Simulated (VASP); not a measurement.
# ZnO (Pm-3m) in VASP: notebook

The runs below take ZnO through single point, with PBE.

All numbers are computed with VASP 6.6.1; they aren't measurements. Logs are shortened: lines on timing, memory, paths and dates and some standing lists are left out, and cuts for length are marked.

### 1 The cell of the first run

Symmetry: Pm-3m, No. 221, cubic system. Conventional cell: a = 2.661 Å, b = 2.661 Å, c = 2.661 Å, α = 90.00°, β = 90.00°, γ = 90.00°. Within 3.0 Å of Zn (site symmetry m-3m) lie 8 O at 2.30 Å and 6 Zn at 2.66 Å. Within 3.0 Å of O (site symmetry m-3m) lie 8 Zn at 2.30 Å and 6 O at 2.66 Å.

### 2 Single point, PBE (volume changed by -3%)

Input file INCAR:

```
SYSTEM = ZnO
PREC = Accurate
ENCUT = 520
EDIFF = 1E-7
ISMEAR = -1
SIGMA = 0.02
LREAL = .False.
LASPH = .True.
NELM = 60
ALGO = Normal
ISIF = 2
LWAVE = .False.
LCHARG = .False.
GGA = PE
NBANDS = 16
```

Input file KPOINTS:

```
regular mesh
0
Gamma
  8 8 8
  0 0 0
```

Input file POSCAR:

```
ZnO
1.0
    2.6607897272      0.0000000000      0.0000000000
    0.0000000000      2.6607897272      0.0000000000
    0.0000000000      0.0000000000      2.6607897272
Zn O
1 1
Direct
    0.0000000000      0.0000000000      0.0000000000
    0.5000000000      0.5000000000      0.5000000000
```

Potentials or basis: VASP PAW PBE potentials, release 64 (Zn, O).

Started as:

```sh
cat potpaw_PBE.64/Zn/POTCAR potpaw_PBE.64/O/POTCAR > POTCAR
mpirun -np 1 vasp_std > vasp.out
```

OUTCAR:

```text
SYSTEM = ZnO
   PREC = Accurate
   ENCUT = 520
   EDIFF = 1E-7
   ISMEAR = -1
   LREAL = .False.
   LASPH = .True.
   NELM = 60
   ISIF = 2
   GGA = PE

 ion  position               nearest neighbor table
   1  0.000  0.000  0.000-   2 2.30   2 2.30   2 2.30   2 2.30   2 2.30   2 2.30   2 2.30   2 2.30

   2  0.500  0.500  0.500-   1 2.30   1 2.30   1 2.30   1 2.30   1 2.30   1 2.30   1 2.30   1 2.30

  LATTYP: Found a simple cubic cell.
 ALAT       =     2.6607897272

  Lattice vectors:

 A1 = (   2.6607897272,   0.0000000000,   0.0000000000)
 A2 = (   0.0000000000,   2.6607897272,   0.0000000000)
 A3 = (   0.0000000000,   0.0000000000,   2.6607897272)

Analysis of symmetry for initial positions (statically):
=====================================================================
 Subroutine PRICEL returns:
 Original cell was already a primitive cell.

 Routine SETGRP: Setting up the symmetry group for a
 simple cubic supercell.

 Subroutine GETGRP returns: Found 48 space group operations
 (whereof 48 operations were pure point group operations)
 out of a pool of 48 trial point group operations.

The static configuration has the point symmetry O_h .

Analysis of symmetry for dynamics (positions and initial velocities):
=====================================================================
 Subroutine PRICEL returns:
 Original cell was already a primitive cell.

 Routine SETGRP: Setting up the symmetry group for a
 simple cubic supercell.

 Subroutine GETGRP returns: Found 48 space group operations
 (whereof 48 operations were pure point group operations)
 out of a pool of 48 trial point group operations.

The dynamic configuration has the point symmetry O_h .

 Subroutine INISYM returns: Found 48 space group operations
 (whereof 48 operations are pure point group operations),
 and found     1 'primitive' translations

----------------------------------------------------------------------------------------

                                     Primitive cell

  volume of cell :      18.8379

  direct lattice vectors                    reciprocal lattice vectors
     2.660789727  0.000000000  0.000000000     0.375828270  0.000000000  0.000000000
     0.000000000  2.660789727  0.000000000     0.000000000  0.375828270  0.000000000
     0.000000000  0.000000000  2.660789727     0.000000000  0.000000000  0.375828270

  length of vectors
     2.660789727  2.660789727  2.660789727     0.375828270  0.375828270  0.375828270

  position of ions in fractional coordinates (direct lattice)
     0.000000000  0.000000000  0.000000000
     0.500000000  0.500000000  0.500000000

  ion indices of the primitive-cell ions
   primitive index   ion index
                 1           1
                 2           2

----------------------------------------------------------------------------------------

 KPOINTS: regular mesh

Automatic generation of k-mesh.
 Grid dimensions read from file:
 generate k-points for:    8    8    8

 Generating k-lattice:

  Cartesian coordinates                     Fractional coordinates (reciprocal lattice)
     0.046978534  0.000000000  0.000000000     0.125000000  0.000000000  0.000000000
     0.000000000  0.046978534  0.000000000     0.000000000  0.125000000  0.000000000
     0.000000000  0.000000000  0.046978534     0.000000000  0.000000000  0.125000000

  Length of vectors
     0.046978534  0.046978534  0.046978534

  Shift w.r.t. Gamma in fractional coordinates (k-lattice)
     0.000000000  0.000000000  0.000000000

 Subroutine IBZKPT returns following result:
 ===========================================

 Found     35 irreducible k-points:

 Following reciprocal coordinates:
            Coordinates               Weight
  0.000000  0.000000  0.000000      1.000000
  0.125000  0.000000  0.000000      6.000000
  0.250000  0.000000  0.000000      6.000000
  0.375000  0.000000  0.000000      6.000000
  0.500000  0.000000  0.000000      3.000000
  0.125000  0.125000  0.000000     12.000000
[... 16 lines left out ...]
  0.375000  0.375000  0.125000     24.000000
  0.500000  0.375000  0.125000     24.000000
 [... further k-points ...]
   k-points           NKPTS =     35   k-points in BZ     NKDIM =     35   number of bands    NBANDS=     16
   number of dos      NEDOS =    301   number of ions     NIONS =      2
   total plane-waves  NPLWV =   8000
   dimension x,y,z NGX =    20 NGY =   20 NGZ =   20
   dimension x,y,z NGXF=    40 NGYF=   40 NGZF=   40
   ions per type =               1   1
   NGX,Y,Z   is equivalent  to a cutoff of  12.50, 12.50, 12.50 a.u.
   NGXF,Y,Z  is equivalent  to a cutoff of  24.99, 24.99, 24.99 a.u.
 SYSTEM =  ZnO
   PREC   = accura    normal or accurate (medium, high low for compatibility)
   ISTART =      0    job   : 0-new  1-cont  2-samecut
   ICHARG =      2    charge: 1-file 2-atom 10-const
   ISPIN  =      1    spin polarized calculation?
   LNONCOLLINEAR =      F non collinear calculations
   LSORBIT =      F    spin-orbit coupling
   LASPH  =      T    aspherical Exc in radial PAW
   ENCUT  =  520.0 eV  38.22 Ry    6.18 a.u.   4.95  4.95  4.95*2*pi/ulx,y,z
   NELM   =     60;   NELMIN=  2; NELMDL= -5     # of ELM steps
   EDIFF  = 0.1E-06   stopping-criterion for ELM
   LREAL  =      F    real-space projection
   EDIFFG = 0.1E-05   stopping-criterion for IOM
   NSW    =      0    number of steps for IOM
   IBRION =     -1    ionic relax: 0-MD 1-quasi-New 2-CG
   NFREE  =      0    steps in history (QN), initial steepest desc. (CG)
   ISIF   =      2    stress and relaxation
   ISYM   =      2    0-nonsym 1-usesym 2-fastsym
   POTIM  = 0.5000    time-step for ionic-motion
   TEBEG  =    0.0;   TEEND  =   0.0 temperature during run
   PSTRESS=    0.0 pullay stress
   NELECT =      18.0000    total number of electrons
   NUPDOWN=      -1.0000    fix difference up-down
   EMIN   =  10.00;   EMAX   =-10.00  energy-range for DOS
   EFERMI =   0.00;   METHOD = LEGACY
   ISMEAR =    -1;   SIGMA  =   0.02  broadening in eV -4-tet -1-fermi 0-gaus
   EFERMI_NEDOS =   21; number of points for ismear=-14 and -15
   IALGO  =     38    algorithm
   IMIX   =      4    mixing-type and parameters
     AMIX     =   0.40;   BMIX     =  1.00
     AMIX_MAG =   1.60;   BMIX_MAG =  1.00
  volume/ion in A,a.u.               =       9.42        63.56
  Fermi-wavevector in a.u.,A,eV,Ry     =   1.612458  3.047104 35.375436  2.600021
  Thomas-Fermi vector in A             =   2.707685
   LORBIT       =      0    0 simple, 1 ext, 2 COOP (PROOUT), +10 PAW based schemes
   GGA     = PE    functional components
[... 5 lines left out ...]
 non-spin polarized calculation
  energy-cutoff  :      520.00
  volume of cell :       18.84
 maximum number of plane-waves:       520
 NGX is ok and might be reduce to    20
   NGX =  9   NGY =  9   NGZ =  9

 number of electron      18.0000033 magnetization

 Free energy of the ion-electron system (eV)
  ---------------------------------------------------
  ext. energy  EPLUGINS =         0.00000000
  ---------------------------------------------------
  free energy    TOTEN  =        -7.47968617 eV

  energy without entropy =       -7.47938776  energy(sigma->0) =       -7.47953696

 E-fermi :   3.4630     XC(G=0): -12.6772

 val. band max:        3.4186563045   @ k =   0.5000   0.0000   0.0000
 cond. band min:       4.2823262432   @ k =   0.1250   0.0000   0.0000
 fundamental gap:      0.8636699387
 Fermi energy:         3.4629900071

 k-point     1 :       0.0000    0.0000    0.0000
  band No.  band energies     occupation
      1     -15.2944      2.00000
      2      -3.0918      2.00000
      3      -3.0918      2.00000
      4      -1.9316      2.00000
      5      -1.9316      2.00000
      6      -1.9316      2.00000
[... 8 lines left out ...]
     15      21.1880      0.00000
     16      35.8807      0.00000

 k-point     2 :       0.1250    0.0000    0.0000
  band No.  band energies     occupation
      1     -15.1324      2.00000
      2      -3.0792      2.00000
      3      -3.0706      2.00000
      4      -2.0414      2.00000
      5      -2.0414      2.00000
      6      -1.9262      2.00000
[... 8 lines left out ...]
     15      22.6325      0.00000
     16      31.8822      0.00000

 k-point     3 :       0.2500    0.0000    0.0000
  band No.  band energies     occupation
      1     -14.7044      2.00000
      2      -3.3897      2.00000
      3      -3.0190      2.00000
      4      -2.2791      2.00000
      5      -2.2791      2.00000
      6      -1.9132      2.00000
[... 8 lines left out ...]
     15      25.6560      0.00000
     16      28.0004      0.00000

 k-point     4 :       0.3750    0.0000    0.0000
  band No.  band energies     occupation
      1     -14.2062      2.00000
      2      -4.3191      2.00000
      3      -2.9670      2.00000
      4      -2.4879      2.00000
      5      -2.4879      2.00000
      6      -1.9001      2.00000
[... 8 lines left out ...]
     15      24.9124      0.00000
     16      29.3211      0.00000
[... 324 lines left out ...]
 k-point    22 :       0.5000    0.2500    0.1250
  band No.  band energies     occupation
      1     -13.5137      2.00000
      2      -3.6970      2.00000
      3      -2.8614      2.00000
      4      -2.6132      2.00000
      5      -2.1886      2.00000
      6      -2.1032      2.00000
[... 8 lines left out ...]
     15      25.6454      0.00000
     16      30.1605      0.00000

 k-point    23 :       0.3750    0.3750    0.1250
  band No.  band energies     occupation
      1     -13.3744      2.00000
      2      -3.1800      2.00000
      3      -2.7478      2.00000
      4      -2.5709      2.00000
      5      -2.1386      2.00000
      6      -2.0125      2.00000
[... 8 lines left out ...]
     15      25.9270      0.00000
     16      28.0926      0.00000

 k-point    24 :       0.5000    0.3750    0.1250
  band No.  band energies     occupation
      1     -13.2322      2.00000
      2      -3.0715      2.00000
      3      -2.8698      2.00000
      4      -2.5410      2.00000
      5      -2.1950      2.00000
      6      -1.9229      2.00000
[... 8 lines left out ...]
     15      25.7168      0.00000
     16      27.2526      0.00000

 [... further k-points ...]

------------------------ aborting loop because EDIFF is reached ----------------------------------------

  FORCE on cell =-STRESS in cart. coord.  units (eV):
  Direction    XX          YY          ZZ          XY          YZ          ZX
  --------------------------------------------------------------------------------------
  -------------------------------------------------------------------------------------
  Total        0.7117423      0.7117423      0.7117423      0.0000000      0.0000000     -0.0000000
  in kB       60.5343264     60.5343264     60.5343264      0.0000000      0.0000000     -0.0000000
  external PRESSURE =      60.5343264 kB  Pullay stress =       0.0000000 kB

 VOLUME and BASIS-vectors are now :
 -----------------------------------------------------------------------------
  energy-cutoff  :      520.00
  volume of cell :       18.84
      direct lattice vectors                 reciprocal lattice vectors
     2.660789727  0.000000000  0.000000000     0.375828270  0.000000000  0.000000000
     0.000000000  2.660789727  0.000000000     0.000000000  0.375828270  0.000000000
     0.000000000  0.000000000  2.660789727     0.000000000  0.000000000  0.375828270

 POSITION                                       TOTAL-FORCE (eV/Angst)
 -----------------------------------------------------------------------------------
      0.00000      0.00000      0.00000         0.000000      0.000000      0.000000
      1.33039      1.33039      1.33039         0.000000      0.000000      0.000000
 -----------------------------------------------------------------------------------
    total drift:                                0.000000      0.000000      0.000000

  FREE ENERGIE OF THE ION-ELECTRON SYSTEM (eV)
  ---------------------------------------------------
  free  energy   TOTEN  =        -7.4796861721 eV

  energy  without entropy=       -7.4793877576  energy(sigma->0) =       -7.47953696
```

It took 7.3 s on 1 thread of Intel Xeon 6975P-C, shared host; peak memory 0.13 GiB.

What came out:

- Free energy: -7.4797 eV
- Pressure: 6.1 GPa
- Band gap on the k mesh: zero (band 9 reaches 3.42 eV, above the bottom of band 10 at 2.72 eV)

### 3 Single point, PBE (volume changed by +3%)

Input file INCAR:

```
SYSTEM = ZnO
ALGO = Normal
EDIFF = 1E-6
ENCUT = 520
GGA = PE
ISIF = 2
ISMEAR = -1
LASPH = .True.
LCHARG = .False.
LREAL = .False.
LWAVE = .False.
NBANDS = 16
NELM = 100
PREC = Accurate
SIGMA = 0.02
```

Input file KPOINTS:

```
k-points
0
Gamma
  8 8 8
  0 0 0
```

Input file POSCAR:

```
ZnO
1.0
    2.7145575413      0.0000000000      0.0000000000
    0.0000000000      2.7145575413      0.0000000000
    0.0000000000      0.0000000000      2.7145575413
Zn O
1 1
Direct
    0.0000000000      0.0000000000      0.0000000000
    0.5000000000      0.5000000000      0.5000000000
```

Potentials or basis: VASP PAW PBE potentials, release 64 (Zn, O).

Started as:

```sh
cat potpaw_PBE.64/Zn/POTCAR potpaw_PBE.64/O/POTCAR > POTCAR
mpirun -np 1 vasp_std > vasp.out
```

OUTCAR:

```text
SYSTEM = ZnO
   EDIFF = 1E-6
   ENCUT = 520
   GGA = PE
   ISIF = 2
   ISMEAR = -1
   LASPH = .True.
   LREAL = .False.
   NELM = 100
   PREC = Accurate

 ion  position               nearest neighbor table
   1  0.000  0.000  0.000-   2 2.35   2 2.35   2 2.35   2 2.35   2 2.35   2 2.35   2 2.35   2 2.35

   2  0.500  0.500  0.500-   1 2.35   1 2.35   1 2.35   1 2.35   1 2.35   1 2.35   1 2.35   1 2.35

  LATTYP: Found a simple cubic cell.
 ALAT       =     2.7145575413

  Lattice vectors:

 A1 = (   2.7145575413,   0.0000000000,   0.0000000000)
 A2 = (   0.0000000000,   2.7145575413,   0.0000000000)
 A3 = (   0.0000000000,   0.0000000000,   2.7145575413)

Analysis of symmetry for initial positions (statically):
=====================================================================
 Subroutine PRICEL returns:
 Original cell was already a primitive cell.

 Routine SETGRP: Setting up the symmetry group for a
 simple cubic supercell.

 Subroutine GETGRP returns: Found 48 space group operations
 (whereof 48 operations were pure point group operations)
 out of a pool of 48 trial point group operations.

The static configuration has the point symmetry O_h .
[... 159 lines left out ...]

 E-fermi :   2.9014     XC(G=0): -12.3349

 val. band max:        2.8524005206   @ k =   0.5000   0.0000   0.0000
 cond. band min:       3.4952488976   @ k =   0.1250   0.0000   0.0000
 fundamental gap:      0.6428483769
 Fermi energy:         2.9014416888

 k-point     1 :       0.0000    0.0000    0.0000
  band No.  band energies     occupation
      1     -15.3764      2.00000
      2      -3.5233      2.00000
      3      -3.5233      2.00000
      4      -2.4968      2.00000
      5      -2.4968      2.00000
      6      -2.4968      2.00000
[... 433 lines left out ...]
      3      -3.2696      2.00000
      4      -3.0169      2.00000
      5      -2.7465      2.00000
      6      -2.4717      2.00000
[... 8 lines left out ...]
     15      24.4784      0.00000
     16      25.8813      0.00000

 [... further k-points ...]

------------------------ aborting loop because EDIFF is reached ----------------------------------------

  FORCE on cell =-STRESS in cart. coord.  units (eV):
  Direction    XX          YY          ZZ          XY          YZ          ZX
  --------------------------------------------------------------------------------------
  -------------------------------------------------------------------------------------
  Total       -0.4828128     -0.4828128     -0.4828128      0.0000000      0.0000000     -0.0000000
  in kB      -38.6716068    -38.6716068    -38.6716068      0.0000000      0.0000000     -0.0000000
  external PRESSURE =     -38.6716068 kB  Pullay stress =       0.0000000 kB

 VOLUME and BASIS-vectors are now :
 -----------------------------------------------------------------------------
  energy-cutoff  :      520.00
  volume of cell :       20.00
      direct lattice vectors                 reciprocal lattice vectors
     2.714557541  0.000000000  0.000000000     0.368384160  0.000000000  0.000000000
     0.000000000  2.714557541  0.000000000     0.000000000  0.368384160  0.000000000
     0.000000000  0.000000000  2.714557541     0.000000000  0.000000000  0.368384160

 POSITION                                       TOTAL-FORCE (eV/Angst)
 -----------------------------------------------------------------------------------
      0.00000      0.00000      0.00000         0.000000      0.000000      0.000000
      1.35728      1.35728      1.35728         0.000000      0.000000      0.000000
 -----------------------------------------------------------------------------------
    total drift:                                0.000000      0.000000      0.000000

  FREE ENERGIE OF THE ION-ELECTRON SYSTEM (eV)
  ---------------------------------------------------
  free  energy   TOTEN  =        -7.4870718971 eV

  energy  without entropy=       -7.4867509956  energy(sigma->0) =       -7.48691145
```

stdout:

```text
POSCAR found type information on POSCAR ZnO
 POSCAR found :  2 types and       2 ions
 scaLAPACK will be used
 LDA part: xc-table for (Slater+PW92), standard interpolation
 POSCAR, INCAR and KPOINTS ok, starting setup
 FFT: planning ... GRIDC
 FFT: planning ... GRID_SOFT
 FFT: planning ... GRID
 WAVECAR not read
 entering main loop
```

Run time: 5.5 s. Hardware: 1 thread of Intel Xeon 6975P-C, shared host; peak memory 0.13 GiB.

What came out:

```yaml
Free_energy: -7.4871 eV
Pressure: -3.9 GPa
Band_gap_on_the_k_mesh: zero (band 9 reaches 2.85 eV, above the bottom of band 10 at 1.85 eV)
```

Levels at points of the mesh, in eV from the Fermi level:
| k point | band 7 | band 8 | band 9 | band 10 | band 11 | band 12 |
| --- | --- | --- | --- | --- | --- | --- |
| (0.00, 0.00, 0.00) | -1.17 | -1.17 | -1.17 | -1.05 | 13.94 | 13.94 |
| (0.50, 0.00, 0.00) | -4.55 | -0.05 | -0.05 | 4.86 | 6.18 | 15.30 |
| (0.50, 0.50, 0.00) | -4.68 | -4.68 | -0.17 | 2.45 | 9.77 | 9.77 |
| (0.50, 0.50, 0.50) | -1.44 | -1.44 | -1.44 | 5.43 | 5.43 | 5.43 |
